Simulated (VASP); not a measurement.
**Pb: electric field gradients with PBE**

Crystal: Pb.

```
Pb
1.0
     0.00000    2.48616    2.48616
     2.48616    0.00000    2.48616
     2.48616    2.48616    0.00000
Pb
1
Direct
  0.00000 0.00000 0.00000
```

This cell differs from its parent crystal: volume scaled by 1.02.

```
Program                : VASP 6.6.1
Task                   : electric field gradients
Functional             : PBE
Potentials or basis    : VASP PAW PBE potentials, release 64 (Pb_d)
Cutoff                 : 520 eV
k mesh                 : 13 × 13 × 13
Occupations            : fermi-dirac, width 0.08 eV
Spin                   : no spin polarisation
Dipole correction      : no
Further INCAR settings : ALGO = Normal; EDIFF = 1e-08; NBANDS = 13
```

```
Pressure               : 1.7 GPa
Band gap on the k mesh : zero (band 7 reaches 14.44 eV, above the bottom of band 8 at 5.49 eV)
```

Levels at points of the mesh, in eV from the Fermi level:
| k point | band 3 | band 4 | band 5 | band 6 | band 7 | band 8 | band 9 | band 10 | band 11 | band 12 |
| --- | --- | --- | --- | --- | --- | --- | --- | --- | --- | --- |
| (0.00, 0.00, 0.00) | -17.13 | -17.00 | -17.00 | -11.74 | 7.24 | 7.24 | 7.24 | 9.68 | 11.10 | 12.31 |

It took 46 s on 1 thread of Intel Xeon 6975P-C, with other jobs on the host, peak memory 0.18 GiB.

Caveat: without QUAD_EFG the Cq values of the log hold for a quadrupole moment of 1 mb, not for the nuclei; spin-orbit coupling is left out, which moves the levels of the heavy elements.
